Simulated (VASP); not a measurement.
Set up this calculation in VASP 6.6.1, as the native input.

```yaml
Task: single point
Functional: PBEsol
Potentials_or_basis: VASP PAW PBE potentials, release 64 (As, Ga_d)
Cutoff: 520 eV
k_mesh: 8 × 8 × 8
Occupations: fermi-dirac, width 0.05 eV
Spin: no spin polarisation
Dipole_correction: no
Further_INCAR_settings: ALGO = Normal; EDIFF = 1e-07; NBANDS = 16
```

The structure of GaAs lies in POSCAR:

```
GaAs
1.0
    0.0000000000      2.8288720554      2.8288720554
    2.8288720554      0.0000000000      2.8288720554
    2.8288720554      2.8288720554      0.0000000000
As Ga
1 1
Direct
    0.7500000000      0.7500000000      0.7500000000
    0.0000000000      0.0000000000      0.0000000000
```

The input as run:

INCAR

```
ALGO = Normal
EDIFF = 1E-7
ENCUT = 520
GGA = PS
ISIF = 2
ISMEAR = -1
LASPH = True
LCHARG = False
LREAL = False
LWAVE = False
NBANDS = 16
NELM = 100
PREC = Accurate
SIGMA = 0.05
```

KPOINTS

```
k-points
0
Gamma
  8 8 8
```

Potentials or basis: VASP PAW PBE potentials, release 64 (As, Ga_d).

Run with:

```console
$ cat potpaw_PBE.64/As/POTCAR potpaw_PBE.64/Ga_d/POTCAR > POTCAR
$ mpirun -np 1 vasp_std > vasp.out
```

Results of the run:

The pressure is 0.2 GPa. The band gap on the k mesh is 0.44 eV.

Caveat: semilocal functionals underestimate gaps, and a narrow one can read as zero; the PAW data sets were made with another functional, which shifts forces and pressure a little.

It took 22 s on 1 thread of Intel Xeon 8259CL, on a shared host, peak memory 0.18 GiB.
